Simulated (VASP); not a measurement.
Input of a VASP 6.6.1 run:

INCAR

```
ALGO = Normal
EDIFF = 1E-6
EDIFFG = -0.01
ENCUT = 600
IBRION = 2
ISIF = 3
ISMEAR = -1
LASPH = T
LCHARG = F
LDAU = T
LDAUJ = 0 0
LDAUL = 3 -1
LDAUPRINT = 1
LDAUTYPE = 2
LDAUU = 4 0
LMAXMIX = 6
LREAL = F
LWAVE = F
NELM = 150
NSW = 60
PREC = Accurate
SIGMA = 0.05
```

Contents of KPOINTS:

```
k-points
0
Gamma
  8 8 5
```

File POSCAR:

```
La2O3
1.0
    3.9307778780      0.0000000000      0.0000000000
   -1.9653889390      3.4041534990      0.0000000000
    0.0000000000      0.0000000000      6.1119535200
La O
2 3
Direct
    0.3333333333      0.6666666667      0.2462356800
    0.6666666667      0.3333333333      0.7537643200
    0.0000000000      0.0000000000      0.0000000000
    0.3333333333      0.6666666667      0.6458906500
    0.6666666667      0.3333333333      0.3541093500
```

Potentials or basis: VASP PAW LDA potentials, release 64 (La, O).

The run is started by

```console
$ cat potpaw_LDA.64/La/POTCAR potpaw_LDA.64/O/POTCAR > POTCAR
$ mpirun -np 1 vasp_std > vasp.out
```

Problem. Predict the relaxed cell.

Solution. a = 3.912 Å, b = 3.912 Å, c = 6.000 Å, α = 90.00°, β = 90.00°, γ = 120.00°.

Problem. Predict the relaxed volume.

Solution. 15.90 Å³/atom.

Problem. Estimate the space group after relaxing (to 0.05 Å).

Solution. P-3m1 (No. 164).

Problem. Predict the band gap on the k mesh.

Solution. 3.81 eV, indirect (least direct gap 3.94 eV).

Step by step:
```
step  energy change (eV)  largest force (eV/Å)  pressure (GPa)  volume (Å³)
   1              0.0000                0.0450           -3.32        81.78
   2              0.0062                0.4184            4.12        77.84
   3             -0.0199                0.1742            0.01        79.92
   4             -0.0227                0.0265           -0.03        79.73
   5             -0.0229                0.0332           -0.01        79.65
   6             -0.0233                0.0344            0.01        79.62
   7             -0.0234                0.0351            0.03        79.58
   8             -0.0236                0.0218           -0.09        79.61
   9             -0.0236                0.0120           -0.17        79.62
  10             -0.0237                0.0053            0.01        79.52
```

Caveat: spin-orbit coupling is left out, which moves the levels of the heavy elements. A k mesh can miss the band edges.
